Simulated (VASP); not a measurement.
Runs of VASP 6.6.1 on Ag2BrCl. The structure is that of space group R-3m (No. 166), or close to it. The cells are those of the table. 

```csv
level,cell,gap on the mesh (eV),pressure (GPa),largest force (eV/Å)
PBE,"a = 6.926 Å, angles 33.7°, 4 atoms",0.75,1.3,0.02
r2SCAN,"a = 6.917 Å, angles 33.7°, 4 atoms",1.28,-0.1,-
r2SCAN,"a = 6.848 Å, angles 33.7°, 4 atoms",1.27,(a),0.01
PBE,"a = 6.997 Å, angles 33.7°, 4 atoms",(c),-0.1,-
r2SCAN,"a = 7.053 Å, angles 33.7°, 4 atoms",1.29,(b),0.02
```

Alike in all rows: task single point; potentials or basis VASP PAW PBE potentials, release 64 (Cl, Br, Ag); no spin polarisation; k mesh 6 × 6 × 6; cutoff (eV) 520; smearing gaussian 0.01 eV.

**Question.** Estimate the missing entries.

**Answer.** (a) 1.5; (b) -2.5; (c) 0.76.

Caveats: the PAW data sets were made with another functional, which shifts forces and pressure a little (some runs).

A k mesh can miss the band edges, and the runs leave out spin-orbit coupling on Ag, Br.
